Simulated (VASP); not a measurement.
**Se: single point with PBE**

Se:

```
CELL_PARAMETERS angstrom
2.79882 0.00000 0.00000
-1.39941 2.42385 0.00000
0.00000 0.00000 2.52415
ATOMIC_POSITIONS crystal
Se 0.00000 0.00000 0.00000
```

* Program: VASP 6.6.1
* Task: single point
* Functional: PBE
* Potentials or basis: VASP PAW PBE potentials, release 64 (Se)
* Cutoff: 520 eV
* k mesh: 16 × 16 × 15
* Occupations: fermi-dirac, width 0.1 eV
* Spin: no spin polarisation

```
Pressure               : 29.2 GPa
Band gap on the k mesh : zero (band 3 reaches 13.10 eV, above the bottom of band 4 at 4.34 eV)
```

Stress tensor (GPa, compression positive):
```
29.17  0.00  0.00
 0.00 29.17  0.00
 0.00  0.00 29.27
```

Levels at points of the mesh, in eV from the Fermi level:
```
           k point  band 1  band 2  band 3  band 4  band 5  band 6
(0.00, 0.00, 0.00)  -18.43    2.57    2.57    3.12    7.95   11.15
(0.50, 0.00, 0.00)  -14.68   -8.88   -0.57    5.47    5.67   13.59
```

It took 11 s on 1 thread of Intel(R) Xeon(R) 6975P-C (Granite Rapids) (shared host), peak memory 0.16 GiB.
